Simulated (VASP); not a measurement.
# ZrSi2 (Cmcm) in VASP: further runs, part 2 of 2

VASP 6.6.1. Earlier steps stand in the parts before.

### 4 Single point, PBEsol

This run uses another cell than the first one, of 16.33 Å³/atom.

Input file INCAR:

```
PREC = Accurate ; ENCUT = 520
EDIFF = 1E-7 ; ISMEAR = -1
SIGMA = 0.15 ; LREAL = F
LASPH = T ; NELM = 60
ALGO = Normal ; ISIF = 2
LWAVE = F ; LCHARG = T
GGA = PS ; LELF = T
LVHAR = T ; NBANDS = 29
```

Input file KPOINTS:

```
Automatic mesh
0
Gamma
  10 10 10
```

Input file POSCAR:

```
ZrSi2
1.0
    1.8384437227     -7.2871787263      0.0000000000
    1.8384437227      7.2871787263      0.0000000000
    0.0000000000      0.0000000000      3.6565382973
Zr Si
2 4
Direct
    0.8952797418      0.1047202582      0.2500000000
    0.1047202582      0.8952797418      0.7500000000
    0.4460413199      0.5539586801      0.7500000000
    0.5539586801      0.4460413199      0.2500000000
    0.2502271631      0.7497728369      0.2500000000
    0.7497728369      0.2502271631      0.7500000000
```

Potentials or basis: VASP PAW PBE potentials, release 64 (Zr_sv, Si).

Started as:

```
cat potpaw_PBE.64/Zr_sv/POTCAR potpaw_PBE.64/Si/POTCAR > POTCAR
mpirun -np 1 vasp_std > vasp.out
```

OUTCAR:

```text
PREC = Accurate
   ENCUT = 520
   EDIFF = 1E-7
   ISMEAR = -1
   LREAL = F
   LASPH = T
   NELM = 60
   ISIF = 2
   GGA = PS

 ion  position               nearest neighbor table
   1  0.895  0.105  0.250-   3 2.70   3 2.70   3 2.70   3 2.70   6 2.80   6 2.80   5 2.80   5 2.80
                             4 2.95   4 2.95   2 3.56   2 3.56
   2  0.105  0.895  0.750-   4 2.70   4 2.70   4 2.70   4 2.70   5 2.80   5 2.80   6 2.80   6 2.80
                             3 2.95   3 2.95   1 3.56   1 3.56
   3  0.446  0.554  0.750-   4 2.41   4 2.41   1 2.70   1 2.70   1 2.70   1 2.70   2 2.95   2 2.95
[... 983 lines left out ...]
  -------------------------------------------------------------------------------------
  Total        0.0877160      0.0670448      0.0966007      0.0000000     -0.0000000      0.0000000
  in kB        1.4344309      1.0963920      1.5797232      0.0000000     -0.0000000      0.0000000
  external PRESSURE =       1.3701821 kB  Pullay stress =       0.0000000 kB

 VOLUME and BASIS-vectors are now :
 -----------------------------------------------------------------------------
  energy-cutoff  :      520.00
  volume of cell :       97.97
      direct lattice vectors                 reciprocal lattice vectors
     1.838443723 -7.287178726  0.000000000     0.271969163 -0.068613660  0.000000000
     1.838443723  7.287178726  0.000000000     0.271969163  0.068613660  0.000000000
     0.000000000  0.000000000  3.656538297     0.000000000  0.000000000  0.273482709

 POSITION                                       TOTAL-FORCE (eV/Angst)
 -----------------------------------------------------------------------------------
      1.83844     -5.76095      0.91413         0.000000     -0.001932     -0.000000
      1.83844      5.76095      2.74240         0.000000      0.001932      0.000000
      1.83844      0.78641      2.74240         0.000000     -0.001091      0.000000
      1.83844     -0.78641      0.91413         0.000000      0.001091      0.000000
      1.83844      3.64028      0.91413         0.000000     -0.000162      0.000000
      1.83844     -3.64028      2.74240         0.000000      0.000162      0.000000
 -----------------------------------------------------------------------------------
    total drift:                                0.000000     -0.000000      0.000000

  FREE ENERGIE OF THE ION-ELECTRON SYSTEM (eV)
  ---------------------------------------------------
  free  energy   TOTEN  =       -45.7594883157 eV

  energy  without entropy=      -45.6500911283  energy(sigma->0) =      -45.70478972
```

OSZICAR:

```text
N       E                     dE             d eps       ncg     rms          rms(c)
DAV:   1     0.260406051178E+03    0.26041E+03   -0.19478E+04 10788   0.129E+03
DAV:   2    -0.254906418868E+02   -0.28590E+03   -0.27836E+03 12551   0.327E+02
DAV:   3    -0.463430546622E+02   -0.20852E+02   -0.20598E+02 19190   0.670E+01
DAV:   4    -0.472933289431E+02   -0.95027E+00   -0.94694E+00 14609   0.138E+01
DAV:   5    -0.473325804928E+02   -0.39252E-01   -0.39243E-01 16452   0.226E+00    0.258E+01
DAV:   6    -0.458543678297E+02    0.14782E+01   -0.47782E+00 13465   0.105E+01    0.109E+01
DAV:   7    -0.457743202156E+02    0.80048E-01   -0.63973E-01 16983   0.357E+00    0.301E+00
DAV:   8    -0.457598717354E+02    0.14448E-01   -0.56623E-02 13672   0.127E+00    0.673E-01
DAV:   9    -0.457595015355E+02    0.37020E-03   -0.52504E-03 14175   0.449E-01    0.237E-01
DAV:  10    -0.457594794640E+02    0.22071E-04   -0.55714E-04 15216   0.144E-01    0.825E-02
DAV:  11    -0.457594921688E+02   -0.12705E-04   -0.11327E-04 13645   0.734E-02    0.208E-02
DAV:  12    -0.457594889326E+02    0.32362E-05   -0.58226E-06 13676   0.182E-02    0.678E-03
DAV:  13    -0.457594883164E+02    0.61619E-06   -0.10668E-06 15086   0.636E-03    0.140E-03
DAV:  14    -0.457594883157E+02    0.66802E-09   -0.10452E-07  8101   0.249E-03
   1 F= -.45759488E+02 E0= -.45704790E+02  d E =-.109397E+00
```

stdout:

```text
POSCAR found type information on POSCAR ZrSi
 POSCAR found :  2 types and       6 ions
 scaLAPACK will be used
 -----------------------------------------------------------------------------
|                                                                             |
|                                                                             |
|     You enforced a specific xc type in the INCAR file but a different       |
|     I HOPE YOU KNOW WHAT YOU ARE DOING!                                     |
|                                                                             |
 -----------------------------------------------------------------------------

 LDA part: xc-table for (Slater+PW92), standard interpolation
 POSCAR, INCAR and KPOINTS ok, starting setup
 FFT: planning ... GRIDC
 FFT: planning ... GRID_SOFT
 FFT: planning ... GRID
 WAVECAR not read
 entering main loop
```

Run time: 6 min. Hardware: 1 thread of Intel Xeon 6975P-C (Granite Rapids), shared host; peak memory 0.58 GiB.

What came out:

| Quantity | Value |
| --- | --- |
| Free energy | -45.7595 eV |
| Pressure | 0.1 GPa |
| Band gap on the k mesh | zero (bands 20 and 21 overlap by 1.00 eV) |

Caveat: the PAW data sets were made with another functional, which shifts forces and pressure a little.

### 5 Summary

| cell | k mesh | smearing | gap on the mesh (eV) | pressure (GPa) |
| --- | --- | --- | --- | --- |
| a = 7.660, b = 7.660, c = 3.673 Å, angles 90.0, 90.0, 152.2°, 6 atoms, atomic positions A | 6 × 6 × 6 | gaussian 0.1 eV | none | -2.7 |
| a = 7.513, b = 7.513, c = 3.657 Å, angles 90.0, 90.0, 151.7°, 6 atoms, atomic positions B | 10 × 10 × 10 | gaussian 0.1 eV | none | 0.1 |
| a = 7.516, b = 7.516, c = 3.657 Å, angles 90.0, 90.0, 151.7°, 6 atoms, atomic positions B | 10 × 10 × 10 | fermi-dirac 0.15 eV | none | 0.1 |

Alike in all rows: task single point; level PBEsol; potentials or basis VASP PAW PBE potentials, release 64 (Zr_sv, Si); no spin polarisation; cutoff (eV) 520.

Caveats: the PAW data sets were made with another functional, which shifts forces and pressure a little.

Absolute energies hang on the potentials; compare differences alone.
